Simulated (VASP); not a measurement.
# MnSi (P2_13) in VASP: notebook, part 2 of 2

VASP 6.6.1. Earlier steps stand in the parts before.

### Step 3. Relaxation of cell and atoms, PBE

This run uses another cell than the first one, of 11.76 Å³/atom.

File INCAR:

```
ALGO = Normal
EDIFF = 1E-6
EDIFFG = -0.002
ENCUT = 600
GGA = PE
IBRION = 2
ISIF = 3
ISMEAR = 0
LASPH = True
LCHARG = False
LREAL = False
LWAVE = False
NELM = 100
NSW = 80
PREC = Accurate
SIGMA = 0.05
```

File KPOINTS:

```
k-points
0
Gamma
  8 8 8
```

File POSCAR:

```
MnSi
1.0
    4.5480000000      0.0000000000      0.0000000000
    0.0000000000      4.5480000000      0.0000000000
    0.0000000000      0.0000000000      4.5480000000
Mn Si
4 4
Direct
    0.1380000000      0.1380000000      0.1380000000
    0.3620000000      0.8620000000      0.6380000000
    0.6380000000      0.3620000000      0.8620000000
    0.8620000000      0.6380000000      0.3620000000
    0.8460000000      0.8460000000      0.8460000000
    0.6540000000      0.1540000000      0.3460000000
    0.3460000000      0.6540000000      0.1540000000
    0.1540000000      0.3460000000      0.6540000000
```

Potentials or basis: VASP PAW PBE potentials, release 64 (Mn_pv, Si).

On the command line:

```
> cat potpaw_PBE.64/Mn_pv/POTCAR potpaw_PBE.64/Si/POTCAR > POTCAR
> mpirun -np 1 vasp_std > vasp.out
```

OUTCAR:

```text
EDIFF = 1E-6
   EDIFFG = -0.002
   ENCUT = 600
   GGA = PE
   IBRION = 2
   ISIF = 3
   ISMEAR = 0
   LASPH = True
   LREAL = False
   NELM = 100
   NSW = 80
   PREC = Accurate

 ion  position               nearest neighbor table
   1  0.138  0.138  0.138-   5 2.30   6 2.40   7 2.40   8 2.40   7 2.53   8 2.53   6 2.53   3 2.79
                             4 2.79   2 2.79   2 2.79   4 2.79   3 2.79
   2  0.362  0.862  0.638-   6 2.30   5 2.40   7 2.40   8 2.40   7 2.53   8 2.53   5 2.53   1 2.79
                             1 2.79   3 2.79   3 2.79   4 2.79   4 2.79
   3  0.638  0.362  0.862-   7 2.30   6 2.40   5 2.40   8 2.40   8 2.53   6 2.53   5 2.53   1 2.79
                             4 2.79   2 2.79   2 2.79   4 2.79   1 2.79
   4  0.862  0.638  0.362-   8 2.30   6 2.40   7 2.40   5 2.40   6 2.53   5 2.53   7 2.53   1 2.79
                             3 2.79   2 2.79   1 2.79   2 2.79   3 2.79
   5  0.846  0.846  0.846-   1 2.30   2 2.40   3 2.40   4 2.40   3 2.53   4 2.53   2 2.53   6 2.81
                             7 2.81   8 2.81   6 2.81   8 2.81   7 2.81
   6  0.654  0.154  0.346-   2 2.30   1 2.40   3 2.40   4 2.40   3 2.53   4 2.53   1 2.53   8 2.81
                             5 2.81   5 2.81   7 2.81   7 2.81   8 2.81
   7  0.346  0.654  0.154-   3 2.30   2 2.40   1 2.40   4 2.40   4 2.53   2 2.53   1 2.53   8 2.81
                             5 2.81   8 2.81   6 2.81   6 2.81   5 2.81
   8  0.154  0.346  0.654-   4 2.30   2 2.40   3 2.40   1 2.40   2 2.53   1 2.53   3 2.53   7 2.81
                             5 2.81   7 2.81   5 2.81   6 2.81   6 2.81

  LATTYP: Found a simple cubic cell.
 ALAT       =     4.5480000000

  Lattice vectors:

 A1 = (   4.5480000000,   0.0000000000,   0.0000000000)
 A2 = (   0.0000000000,   4.5480000000,   0.0000000000)
 A3 = (   0.0000000000,   0.0000000000,   4.5480000000)

Analysis of symmetry for initial positions (statically):
=====================================================================
 Subroutine PRICEL returns:
 Original cell was already a primitive cell.

 Routine SETGRP: Setting up the symmetry group for a
 simple cubic supercell.

 Subroutine GETGRP returns: Found 12 space group operations
 (whereof  3 operations were pure point group operations)
 out of a pool of 48 trial point group operations.

The static configuration has the point symmetry C_3 .
 The point group associated with its full space group is T   .

Analysis of symmetry for dynamics (positions and initial velocities):
=====================================================================
 Subroutine PRICEL returns:
 Original cell was already a primitive cell.

 Routine SETGRP: Setting up the symmetry group for a
 simple cubic supercell.

 Subroutine GETGRP returns: Found 12 space group operations
 (whereof  3 operations were pure point group operations)
 out of a pool of 48 trial point group operations.

The dynamic configuration has the point symmetry C_3 .
 The point group associated with its full space group is T   .

 Subroutine INISYM returns: Found 12 space group operations
 (whereof  3 operations are pure point group operations),
 and found     1 'primitive' translations

----------------------------------------------------------------------------------------

                                     Primitive cell

  volume of cell :      94.0722

  direct lattice vectors                    reciprocal lattice vectors
     4.548000000  0.000000000  0.000000000     0.219876869  0.000000000  0.000000000
     0.000000000  4.548000000  0.000000000     0.000000000  0.219876869  0.000000000
     0.000000000  0.000000000  4.548000000     0.000000000  0.000000000  0.219876869

  length of vectors
[... 97 lines left out ...]
   NSW    =     80    number of steps for IOM
   IBRION =      2    ionic relax: 0-MD 1-quasi-New 2-CG
   NFREE  =      1    steps in history (QN), initial steepest desc. (CG)
   ISIF   =      3    stress and relaxation
   ISYM   =      2    0-nonsym 1-usesym 2-fastsym
   POTIM  = 0.5000    time-step for ionic-motion
   TEBEG  =    0.0;   TEEND  =   0.0 temperature during run
   PSTRESS=    0.0 pullay stress
   NELECT =      68.0000    total number of electrons
   NUPDOWN=      -1.0000    fix difference up-down
   EMIN   =  10.00;   EMAX   =-10.00  energy-range for DOS
   EFERMI =   0.00;   METHOD = LEGACY
   ISMEAR =     0;   SIGMA  =   0.05  broadening in eV -4-tet -1-fermi 0-gaus
   EFERMI_NEDOS =   21; number of points for ismear=-14 and -15
   IALGO  =     38    algorithm
   IMIX   =      4    mixing-type and parameters
     AMIX     =   0.40;   BMIX     =  1.00
     AMIX_MAG =   1.60;   BMIX_MAG =  1.00
  volume/ion in A,a.u.               =      11.76        79.35
  Fermi-wavevector in a.u.,A,eV,Ry     =   1.469233  2.776448 29.370157  2.158646
  Thomas-Fermi vector in A             =   2.584635
   LORBIT       =      0    0 simple, 1 ext, 2 COOP (PROOUT), +10 PAW based schemes
   GGA     = PE    functional components
   LHFCALC =     F    Hartree Fock is set to
   AEXX    =    0.0000 exact exchange contribution
   IVDW    =     0    specifies the selected vdW correction
   LEPSILON=     F    determine dielectric tensor
   LRPA    =     F    only Hartree local field effects (RPA)
 conjugate gradient relaxation of ions
 non-spin polarized calculation
 Gauss-broadening in eV      SIGMA  =   0.05
  energy-cutoff  :      600.00
  volume of cell :       94.07
 maximum number of plane-waves:      3178
   NGX = 19   NGY = 19   NGZ = 19

--------------------------------------- Ionic step        1  -------------------------------------------

 number of electron      68.0000085 magnetization

 Free energy of the ion-electron system (eV)
  ---------------------------------------------------
  ext. energy  EPLUGINS =         0.00000000
  ---------------------------------------------------
  free energy    TOTEN  =       -61.12980448 eV

  energy without entropy =      -61.11698404  energy(sigma->0) =      -61.12339426

------------------------ aborting loop because EDIFF is reached ----------------------------------------

  FORCE on cell =-STRESS in cart. coord.  units (eV):
  Direction    XX          YY          ZZ          XY          YZ          ZX
  --------------------------------------------------------------------------------------
  -------------------------------------------------------------------------------------
  Total       -4.2500790     -4.2500790     -4.2500790      0.0000000     -0.0000000     -0.0000000
  in kB      -72.3846064    -72.3846064    -72.3846064      0.0000000     -0.0000000     -0.0000000
  external PRESSURE =     -72.3846064 kB  Pullay stress =       0.0000000 kB
[... 107 lines left out ...]
  FREE ENERGIE OF THE ION-ELECTRON SYSTEM (eV)
  ---------------------------------------------------
  free  energy   TOTEN  =       -61.2056635489 eV

  energy  without entropy=      -61.1935992350  energy(sigma->0) =      -61.19963139

[... ionic steps 4 to 9 ...]

--------------------------------------- Ionic step       10  -------------------------------------------

 number of electron      68.0000039 magnetization

------------------------ aborting loop because EDIFF is reached ----------------------------------------
[... 79 lines left out ...]
--------------------------------------- Ionic step       12  -------------------------------------------

 number of electron      68.0000038 magnetization

 Free energy of the ion-electron system (eV)
  ---------------------------------------------------
  ext. energy  EPLUGINS =         0.00000000
  ---------------------------------------------------
  free energy    TOTEN  =       -61.20580806 eV

  energy without entropy =      -61.19374774  energy(sigma->0) =      -61.19977790

 E-fermi :  11.2425     XC(G=0): -12.8992

 val. band max:       11.2309935392   @ k =  -0.3750   0.5000   0.2500
 cond. band min:      11.2433364771   @ k =   0.2500   0.0000   0.0000
 fundamental gap:      0.0123429379
 Fermi energy:        11.2425228150

 k-point     1 :       0.0000    0.0000    0.0000
  band No.  band energies     occupation
      1     -36.5325      2.00000
      2     -36.5325      2.00000
      3     -36.5325      2.00000
      4     -36.4868      2.00000
      5     -36.4868      2.00000
      6     -36.4868      2.00000
[... 1021 lines left out ...]
     39      13.2946      0.00000
     40      13.8647      0.00000

 [... further k-points ...]

------------------------ aborting loop because EDIFF is reached ----------------------------------------

  FORCE on cell =-STRESS in cart. coord.  units (eV):
  Direction    XX          YY          ZZ          XY          YZ          ZX
  --------------------------------------------------------------------------------------
  -------------------------------------------------------------------------------------
  Total        0.0055308      0.0055308      0.0055308      0.0000000      0.0000000      0.0000000
  in kB        0.0974792      0.0974792      0.0974792      0.0000000      0.0000000      0.0000000
  external PRESSURE =       0.0974792 kB  Pullay stress =       0.0000000 kB
[... 23 lines left out ...]
  FREE ENERGIE OF THE ION-ELECTRON SYSTEM (eV)
  ---------------------------------------------------
  free  energy   TOTEN  =       -61.2058080586 eV

  energy  without entropy=      -61.1937477389  energy(sigma->0) =      -61.19977790

 reached required accuracy - stopping structural energy minimisation
```

Wall time 7.9 min (1 thread of Intel Xeon 6975P-C (Granite Rapids), shared host); peak memory 0.31 GiB.

Results:

* Free energy: -61.2058 eV
* Relaxed volume: 11.36 Å³/atom
* Relaxed cell: a = 4.496 Å, b = 4.496 Å, c = 4.496 Å, α = 90.00°, β = 90.00°, γ = 90.00°
* Space group after relaxing (to 0.1 Å): P2_13 (No. 198)
* Energy gained by relaxing: 9.5 meV/atom
* Ionic steps: 12
* Pressure after relaxing: 0.0 GPa
* Band gap on the k mesh: zero (bands 34 and 35 overlap by 0.49 eV)

The path:
```tsv
step	energy change (eV)	largest force (eV/Å)	pressure (GPa)	volume (Å³)
1	0.0000	0.1973	-7.24	94.07
2	0.0541	0.2453	11.01	87.02
3	-0.0759	0.0242	-0.08	90.92
4	-0.0759	0.0235	0.16	90.86
5	-0.0759	0.0124	-0.12	90.99
6	-0.0759	0.0147	-0.07	90.95
7	-0.0759	0.0129	-0.17	90.98
8	-0.0759	0.0145	-0.12	90.96
9	-0.0760	0.0033	0.00	90.93
10	-0.0760	0.0021	0.02	90.94
11	-0.0760	0.0018	-0.05	90.94
12	-0.0760	0.0017	0.01	90.90
```

Final structure:
```cif
data_structure
_symmetry_space_group_name_H-M 'P 1'
_symmetry_Int_Tables_number 1
_cell_length_a 4.4964
_cell_length_b 4.4964
_cell_length_c 4.4964
_cell_angle_alpha 90.000
_cell_angle_beta 90.000
_cell_angle_gamma 90.000
_cell_volume 90.90
loop_
_atom_site_label
_atom_site_type_symbol
_atom_site_fract_x
_atom_site_fract_y
_atom_site_fract_z
_atom_site_occupancy
Mn1 Mn 0.13730 0.13730 0.13730 1
Mn2 Mn 0.36270 0.86270 0.63730 1
Mn3 Mn 0.63730 0.36270 0.86270 1
Mn4 Mn 0.86270 0.63730 0.36270 1
Si1 Si 0.84565 0.84565 0.84565 1
Si2 Si 0.65435 0.15435 0.34565 1
Si3 Si 0.34565 0.65435 0.15435 1
Si4 Si 0.15435 0.34565 0.65435 1
```

Caveat: the run has no spin polarisation, though such a crystal can be magnetic. Spin polarisation is off, so any magnetic state and its effect on volume and gap are missing.
